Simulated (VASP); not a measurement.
# Ir in VASP: notebook

Runs on Ir. Level: LDA. Tasks: single point.

Everything below comes from runs of VASP 6.6.1. Logs are shortened: lines on timing, memory, paths and dates and some standing lists are left out, and cuts for length are marked.

**1. The cell of the first run**

The cell holds a slab with vacuum, 5 atoms: a = 2.696 Å, b = 3.812 Å, c = 21.391 Å, α = 90.00°, β = 90.00°, γ = 90.00°.

**2. Single point, LDA**

File INCAR:

```
PREC = Accurate ; ENCUT = 520
EDIFF = 1E-6 ; ISMEAR = -1
SIGMA = 0.1 ; LREAL = F
LASPH = T ; NELM = 80
ALGO = Normal ; ISIF = 2
LWAVE = F ; LCHARG = F
GGA = CA ; NBANDS = 30
```

File KPOINTS:

```
regular mesh
0
Gamma
  15 11 1
```

File POSCAR:

```
Ir
1.0
    2.6956178604      0.0000000000      0.0000000000
    0.0000000000      3.8121793371      0.0000000000
    0.0000000000      0.0000000000     21.3912000000
Ir
5
Direct
    0.0000000000      0.0000000000      0.3802365693
    0.5000000000      0.5000000000      0.4337403577
    0.0000000000      0.0000000000      0.4999999993
    0.5000000000      0.5000000000      0.5662596436
    0.0000000000      0.0000000000      0.6197634300
```

Potentials or basis: VASP PAW LDA potentials, release 64 (Ir).

Started as:

```sh
> cat potpaw_LDA.64/Ir/POTCAR > POTCAR
> mpirun -np 1 vasp_std > vasp.out
```

OUTCAR:

```text
PREC = Accurate
   ENCUT = 520
   EDIFF = 1E-6
   ISMEAR = -1
   LREAL = F
   LASPH = T
   NELM = 80
   ISIF = 2
   GGA = CA

 ion  position               nearest neighbor table
   1  0.000  0.000  0.380-   3 2.56   2 2.60   2 2.60   2 2.60   2 2.60
   2  0.500  0.500  0.434-   1 2.60   1 2.60   1 2.60   1 2.60   3 2.73   3 2.73   3 2.73   3 2.73
                             4 2.83
   3  0.000  0.000  0.500-   1 2.56   5 2.56   2 2.73   2 2.73   2 2.73   2 2.73   4 2.73   4 2.73
                             4 2.73   4 2.73
   4  0.500  0.500  0.566-   5 2.60   5 2.60   5 2.60   5 2.60   3 2.73   3 2.73   3 2.73   3 2.73
                             2 2.83
   5  0.000  0.000  0.620-   3 2.56   4 2.60   4 2.60   4 2.60   4 2.60

  LATTYP: Found a simple orthorhombic cell.
 ALAT       =     2.6956178604
 B/A-ratio  =     1.4142135624
 C/A-ratio  =     7.9355461745

  Lattice vectors:

 A1 = (   2.6956178604,   0.0000000000,   0.0000000000)
 A2 = (   0.0000000000,   3.8121793371,   0.0000000000)
 A3 = (   0.0000000000,   0.0000000000,  21.3912000000)

Analysis of symmetry for initial positions (statically):
=====================================================================
 Subroutine PRICEL returns:
 Original cell was already a primitive cell.

 Routine SETGRP: Setting up the symmetry group for a
 simple orthorhombic supercell.

 Subroutine GETGRP returns: Found  8 space group operations
 (whereof  8 operations were pure point group operations)
 out of a pool of  8 trial point group operations.

The static configuration has the point symmetry D_2h.

Analysis of symmetry for dynamics (positions and initial velocities):
=====================================================================
 Subroutine PRICEL returns:
 Original cell was already a primitive cell.

 Routine SETGRP: Setting up the symmetry group for a
 simple orthorhombic supercell.

 Subroutine GETGRP returns: Found  8 space group operations
 (whereof  8 operations were pure point group operations)
 out of a pool of  8 trial point group operations.

The dynamic configuration has the point symmetry D_2h.

 Subroutine INISYM returns: Found  8 space group operations
 (whereof  8 operations are pure point group operations),
 and found     1 'primitive' translations

----------------------------------------------------------------------------------------

                                     Primitive cell

  volume of cell :     219.8198

  direct lattice vectors                    reciprocal lattice vectors
     2.695617860  0.000000000  0.000000000     0.370972464  0.000000000  0.000000000
     0.000000000  3.812179337  0.000000000     0.000000000  0.262317145  0.000000000
     0.000000000  0.000000000 21.391200000     0.000000000  0.000000000  0.046748196

  length of vectors
     2.695617860  3.812179337 21.391200000     0.370972464  0.262317145  0.046748196

  position of ions in fractional coordinates (direct lattice)
     0.000000000  0.000000000  0.380236569
     0.500000000  0.500000000  0.433740358
     0.000000000  0.000000000  0.499999999
     0.500000000  0.500000000  0.566259644
     0.000000000  0.000000000  0.619763430

  ion indices of the primitive-cell ions
   primitive index   ion index
                 1           1
                 2           2
                 3           3
                 4           4
                 5           5

----------------------------------------------------------------------------------------

 KPOINTS: regular mesh

Automatic generation of k-mesh.
 Grid dimensions read from file:
 generate k-points for:   15   11    1

 Generating k-lattice:

  Cartesian coordinates                     Fractional coordinates (reciprocal lattice)
     0.024731498  0.000000000  0.000000000     0.066666667  0.000000000  0.000000000
     0.000000000  0.023847013  0.000000000     0.000000000  0.090909091  0.000000000
     0.000000000  0.000000000  0.046748196     0.000000000  0.000000000  1.000000000

  Length of vectors
     0.024731498  0.023847013  0.046748196

  Shift w.r.t. Gamma in fractional coordinates (k-lattice)
     0.000000000  0.000000000  0.000000000

 Subroutine IBZKPT returns following result:
 ===========================================

 Found     48 irreducible k-points:

 Following reciprocal coordinates:
            Coordinates               Weight
  0.000000  0.000000  0.000000      1.000000
  0.066667  0.000000  0.000000      2.000000
  0.133333  0.000000  0.000000      2.000000
  0.200000  0.000000  0.000000      2.000000
  0.266667  0.000000  0.000000      2.000000
  0.333333  0.000000  0.000000      2.000000
[... 16 lines left out ...]
  0.400000  0.181818  0.000000      4.000000
  0.466667  0.181818  0.000000      4.000000
 [... further k-points ...]
   k-points           NKPTS =     48   k-points in BZ     NKDIM =     48   number of bands    NBANDS=     30
   number of dos      NEDOS =    301   number of ions     NIONS =      5
   total plane-waves  NPLWV =  89600
   dimension x,y,z NGX =    20 NGY =   28 NGZ =  160
   dimension x,y,z NGXF=    40 NGYF=   56 NGZF=  320
   ions per type =               5
   NGX,Y,Z   is equivalent  to a cutoff of  12.33, 12.21, 12.43 a.u.
   NGXF,Y,Z  is equivalent  to a cutoff of  24.67, 24.42, 24.87 a.u.
 SYSTEM =  unknown system
   PREC   = accura    normal or accurate (medium, high low for compatibility)
   ISTART =      0    job   : 0-new  1-cont  2-samecut
   ICHARG =      2    charge: 1-file 2-atom 10-const
   ISPIN  =      1    spin polarized calculation?
   LNONCOLLINEAR =      F non collinear calculations
   LSORBIT =      F    spin-orbit coupling
   LASPH  =      T    aspherical Exc in radial PAW
   ENCUT  =  520.0 eV  38.22 Ry    6.18 a.u.   5.01  7.09 39.77*2*pi/ulx,y,z
   NELM   =     80;   NELMIN=  2; NELMDL= -5     # of ELM steps
   EDIFF  = 0.1E-05   stopping-criterion for ELM
   LREAL  =      F    real-space projection
   EDIFFG = 0.1E-04   stopping-criterion for IOM
   NSW    =      0    number of steps for IOM
   IBRION =     -1    ionic relax: 0-MD 1-quasi-New 2-CG
   NFREE  =      0    steps in history (QN), initial steepest desc. (CG)
   ISIF   =      2    stress and relaxation
   ISYM   =      2    0-nonsym 1-usesym 2-fastsym
   POTIM  = 0.5000    time-step for ionic-motion
   TEBEG  =    0.0;   TEEND  =   0.0 temperature during run
   PSTRESS=    0.0 pullay stress
   NELECT =      45.0000    total number of electrons
   NUPDOWN=      -1.0000    fix difference up-down
   EMIN   =  10.00;   EMAX   =-10.00  energy-range for DOS
   EFERMI =   0.00;   METHOD = LEGACY
   ISMEAR =    -1;   SIGMA  =   0.10  broadening in eV -4-tet -1-fermi 0-gaus
   EFERMI_NEDOS =   21; number of points for ismear=-14 and -15
   IALGO  =     38    algorithm
   IMIX   =      4    mixing-type and parameters
     AMIX     =   0.40;   BMIX     =  1.00
     AMIX_MAG =   1.60;   BMIX_MAG =  1.00
  volume/ion in A,a.u.               =      43.96       296.68
  Fermi-wavevector in a.u.,A,eV,Ry     =   0.964843  1.823289 12.665968  0.930922
  Thomas-Fermi vector in A             =   2.094509
   LORBIT       =      0    0 simple, 1 ext, 2 COOP (PROOUT), +10 PAW based schemes
   GGA     = CA    functional components
   LHFCALC =     F    Hartree Fock is set to
   AEXX    =    0.0000 exact exchange contribution
   IVDW    =     0    specifies the selected vdW correction
   LEPSILON=     F    determine dielectric tensor
   LRPA    =     F    only Hartree local field effects (RPA)
 non-spin polarized calculation
  energy-cutoff  :      520.00
  volume of cell :      219.82
 maximum number of plane-waves:      5978
   NGX = 11   NGY = 15   NGZ = 79

 number of electron      44.9999995 magnetization

 Free energy of the ion-electron system (eV)
  ---------------------------------------------------
  ext. energy  EPLUGINS =         0.00000000
  ---------------------------------------------------
  free energy    TOTEN  =       -47.27769922 eV

  energy without entropy =      -47.03971529  energy(sigma->0) =      -47.15870726

 E-fermi :  -0.1872     XC(G=0):  -5.4960

 val. band max:       -0.1877394171   @ k =   0.2667   0.1818   0.0000
 cond. band min:      -0.1773057798   @ k =   0.2667   0.3636   0.0000
 fundamental gap:      0.0104336373
 Fermi energy:        -0.1872004824

 k-point     1 :       0.0000    0.0000    0.0000
  band No.  band energies     occupation
      1     -10.5292      2.00000
      2      -8.4935      2.00000
      3      -7.7544      2.00000
      4      -6.9683      2.00000
      5      -6.9039      2.00000
      6      -5.9611      2.00000
[... 22 lines left out ...]
     29       1.9553      0.00000
     30       3.5626      0.00000

 k-point     2 :       0.0667    0.0000    0.0000
  band No.  band energies     occupation
      1     -10.3976      2.00000
      2      -8.3780      2.00000
      3      -7.6241      2.00000
      4      -6.8939      2.00000
      5      -6.7658      2.00000
      6      -5.8096      2.00000
[... 22 lines left out ...]
     29       2.0432      0.00000
     30       4.2575      0.00000

 k-point     3 :       0.1333    0.0000    0.0000
  band No.  band energies     occupation
      1     -10.0190      2.00000
      2      -8.0802      2.00000
      3      -7.2791      2.00000
      4      -6.6675      2.00000
      5      -6.4067      2.00000
      6      -5.7070      2.00000
[... 22 lines left out ...]
     29       2.2884      0.00000
     30       4.8841      0.00000

 k-point     4 :       0.2000    0.0000    0.0000
  band No.  band energies     occupation
      1      -9.4416      2.00000
      2      -7.7632      2.00000
      3      -6.8781      2.00000
      4      -6.2601      2.00000
      5      -6.1771      2.00000
      6      -6.0131      2.00000
[... 616 lines left out ...]
     29       4.3962      0.00000
     30       6.2752      0.00000

 k-point    23 :       0.4000    0.1818    0.0000
  band No.  band energies     occupation
      1      -7.5910      2.00000
      2      -7.5700      2.00000
      3      -7.0954      2.00000
      4      -6.7284      2.00000
      5      -6.4891      2.00000
      6      -6.2306      2.00000
[... 22 lines left out ...]
     29       4.9656      0.00000
     30       5.0188      0.00000

 k-point    24 :       0.4667    0.1818    0.0000
  band No.  band energies     occupation
      1      -7.6913      2.00000
      2      -7.3559      2.00000
      3      -7.2408      2.00000
      4      -6.8742      2.00000
      5      -6.6617      2.00000
      6      -6.3586      2.00000
[... 22 lines left out ...]
     29       4.3635      0.00000
     30       4.4555      0.00000

 [... further k-points ...]
[... 5 lines left out ...]
  --------------------------------------------------------------------------------------
  -------------------------------------------------------------------------------------
  Total       -5.4744900     -1.3239384      0.8583708      0.0000000      0.0000000      0.0000000
  in kB      -39.9013377     -9.6496498      6.2563169      0.0000000      0.0000000      0.0000000
  external PRESSURE =     -14.4315569 kB  Pullay stress =       0.0000000 kB

 VOLUME and BASIS-vectors are now :
 -----------------------------------------------------------------------------
  energy-cutoff  :      520.00
  volume of cell :      219.82
      direct lattice vectors                 reciprocal lattice vectors
     2.695617860  0.000000000  0.000000000     0.370972464  0.000000000  0.000000000
     0.000000000  3.812179337  0.000000000     0.000000000  0.262317145  0.000000000
     0.000000000  0.000000000 21.391200000     0.000000000  0.000000000  0.046748196

 POSITION                                       TOTAL-FORCE (eV/Angst)
 -----------------------------------------------------------------------------------
      0.00000      0.00000      8.13372         0.000000      0.000000     -0.171251
      1.34781      1.90609      9.27823        -0.000000      0.000000     -0.007083
      0.00000      0.00000     10.69560         0.000000      0.000000      0.000000
      1.34781      1.90609     12.11297         0.000000      0.000000      0.007083
      0.00000      0.00000     13.25748        -0.000000     -0.000000      0.171251
 -----------------------------------------------------------------------------------
    total drift:                                0.000000      0.000000     -0.000002

  FREE ENERGIE OF THE ION-ELECTRON SYSTEM (eV)
  ---------------------------------------------------
  free  energy   TOTEN  =       -47.2776992218 eV

  energy  without entropy=      -47.0397152945  energy(sigma->0) =      -47.15870726
```

Wall time 11 min (1 thread of Intel Xeon 8259CL, shared host); peak memory 0.39 GiB.

Results:

```yaml
Free_energy: -47.2777 eV
Largest_force: 0.171 eV/Å
Band_gap_on_the_k_mesh: zero (an odd number of electrons rules out a gap without spin polarisation)
```

Forces in eV/Å, atoms in the order of the input:
```
Ir   0.000  0.000 -0.171
Ir   0.000  0.000 -0.007
Ir   0.000  0.000  0.000
Ir   0.000  0.000  0.007
Ir   0.000  0.000  0.171
```

Caveat: spin-orbit coupling is left out, which moves the levels of the heavy elements.

**3. Single point, LDA**

This run uses another cell than the first one.

File INCAR:

```
SYSTEM = Ir
  PREC = Accurate
  ENCUT = 520
  EDIFF = 1E-6
  ISMEAR = -1
  SIGMA = 0.1
  LREAL = .False.
  LASPH = .True.
  NELM = 80
  ALGO = Normal
  ISIF = 2
  LWAVE = .False.
  LCHARG = .True.
  LDIPOL = .True.
  IDIPOL = 3
  DIPOL = 0.5 0.5 0.500
  GGA = CA
  LELF = .True.
  LVHAR = .True.
  LVACPOTAV = .True.
  NBANDS = 30
```

File KPOINTS:

```
Automatic mesh
0
Gamma
  15 11 1
  0 0 0
```

File POSCAR:

```
Ir
1.0
    2.6956178604      0.0000000000      0.0000000000
    0.0000000000      3.8121793371      0.0000000000
    0.0000000000      0.0000000000     18.1238000000
Ir
5
Direct
    0.0000000000      0.0000000000      0.3586453453
    0.5000000000      0.5000000000      0.4217949187
    0.0000000000      0.0000000000      0.4999999996
    0.5000000000      0.5000000000      0.5782050836
    0.0000000000      0.0000000000      0.6413546547
```

Potentials or basis: VASP PAW LDA potentials, release 64 (Ir).

Started as:

```sh
> cat potpaw_LDA.64/Ir/POTCAR > POTCAR
> mpirun -np 1 vasp_std > vasp.out
```

Wall time 9.4 min (1 thread of Intel Xeon 8259CL, shared host); peak memory 0.35 GiB.

It converged, with:

- Free energy: -47.2777 eV
- Largest force: 0.171 eV/Å
- Band gap on the k mesh: zero (an odd number of electrons rules out a gap without spin polarisation)

Forces in eV/Å, atoms in the order of the input:
```
Ir   0.000  0.000 -0.171
Ir   0.000  0.000 -0.007
Ir   0.000  0.000  0.000
Ir   0.000  0.000  0.007
Ir   0.000  0.000  0.171
```

Levels at points of the mesh, in eV from the Fermi level:
```tsv
k point	band 20	band 21	band 22	band 23	band 24	band 25	band 26	band 27
(0.00, 0.00, 0.00)	-1.25	-1.06	-0.96	-0.69	-0.04	0.17	0.63	1.02
```

Caveat: spin-orbit coupling is left out, which moves the levels of the heavy elements.

**4. Single point, LDA**

This run uses another cell than the first one.

File INCAR:

```
SYSTEM = Ir
PREC = Accurate
ENCUT = 520
EDIFF = 1E-6
ISMEAR = -1
SIGMA = 0.1
LREAL = .FALSE.
LASPH = .TRUE.
NELM = 100
ALGO = Normal
ISIF = 2
LWAVE = .FALSE.
LCHARG = .FALSE.
LDIPOL = .TRUE.
IDIPOL = 3
DIPOL = 0.5 0.5 0.500
NBANDS = 30
```

File KPOINTS:

```
Automatic mesh
0
G
  15 11 1
  0 0 0
```

POSCAR is that of step 3.

Started as:

```sh
> cat potpaw_LDA.64/Ir/POTCAR > POTCAR
> mpirun -np 1 vasp_std > vasp.out
```

Wall time 10 min (1 thread of Intel Xeon 8259CL, shared host); peak memory 0.35 GiB.

It converged, with:

```
Free energy            : -47.2777 eV
Largest force          : 0.171 eV/Å
Band gap on the k mesh : zero (an odd number of electrons rules out a gap without spin polarisation)
```

Forces in eV/Å, atoms in the order of the input:
```
Ir   0.000  0.000 -0.171
Ir   0.000  0.000 -0.007
Ir   0.000  0.000  0.000
Ir   0.000  0.000  0.007
Ir   0.000  0.000  0.171
```

Levels at points of the mesh, in eV from the Fermi level:
| k point | band 21 | band 22 | band 23 | band 24 | band 25 | band 26 |
| --- | --- | --- | --- | --- | --- | --- |
| (0.00, 0.00, 0.00) | -1.06 | -0.96 | -0.69 | -0.04 | 0.17 | 0.63 |

Caveat: spin-orbit coupling is left out, which moves the levels of the heavy elements.
